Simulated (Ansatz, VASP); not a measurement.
## Rh in VASP and in Ansatz

Contents of INCAR:

```
SYSTEM = Rh
PREC = Accurate ; ENCUT = 520
EDIFF = 1E-6 ; ISMEAR = 0
SIGMA = 0.15 ; LREAL = .False.
LASPH = .True. ; NELM = 60
ALGO = Fast ; ISIF = 2
LWAVE = .False. ; LCHARG = .False.
GGA = PS ; NBANDS = 22
```

The input KPOINTS:

```
regular mesh
0
Gamma
  24 24 12
  0 0 0
```

The input POSCAR:

```
Rh
1.0
    2.5699496729      0.0000000000      0.0000000000
   -1.2849748364      2.2256417031      0.0000000000
    0.0000000000      0.0000000000      5.0008412430
Rh
2
Direct
    0.6666666667      0.3333333333      0.7500000000
    0.3333333333      0.6666666667      0.2500000000
```

Input for Ansatz:

```yaml
crystal:
  lattice:
    - [2.5699496729, 0.0, 0.0]
    - [-1.2849748364, 2.2256417031, 0.0]
    - [0.0, 0.0, 5.000841243]
  atoms:
    - { symbol: Rh, position: [0.6666666667, 0.3333333333, 0.75] }
    - { symbol: Rh, position: [0.3333333333, 0.6666666667, 0.25] }
basis:
  ecutwfc: 420
kpoints:
  mp_grid: { grid: [24, 24, 12] }
hamiltonian:
  xc: pbesol
scf:
  occupations: { method: gaussian, width: 0.15 }
output:
  forces: true
  stress: true
  eigenvalues: true
```

Alike in both runs: task single point; functional PBEsol; k mesh 24 × 24 × 12; occupations gaussian, width 0.15 eV; no spin polarisation.

|  | VASP | Ansatz |
| --- | --- | --- |
| version | VASP 6.6.1 | Ansatz 0.2.0 |
| potentials or method | VASP PAW PBE potentials, release 64 (Rh_pv), cutoff 520 eV | scalar-relativistic, plane waves, PAW |
| valence electrons in the cell | 30 | 34 |

Ansatz gave:

* gap on the k mesh at the Fermi level (eV): none
* pressure (GPa): -3.5
* traceless stress, the component that is largest in VASP (GPa): -32.43

Question: What did VASP give for the same quantities?

Answer: gap on the k mesh at the Fermi level (eV): none; pressure (GPa): -3.6; traceless stress, the component that is largest in VASP (GPa): -32.42.

VASP's potentials were made for PBE, not for PBEsol. A gap of «none» marks a metal or a gap that the smearing closes. VASP's potentials hold 30 valence electrons a cell and Ansatz's 34, so a difference there can come from the potentials and not from the codes.
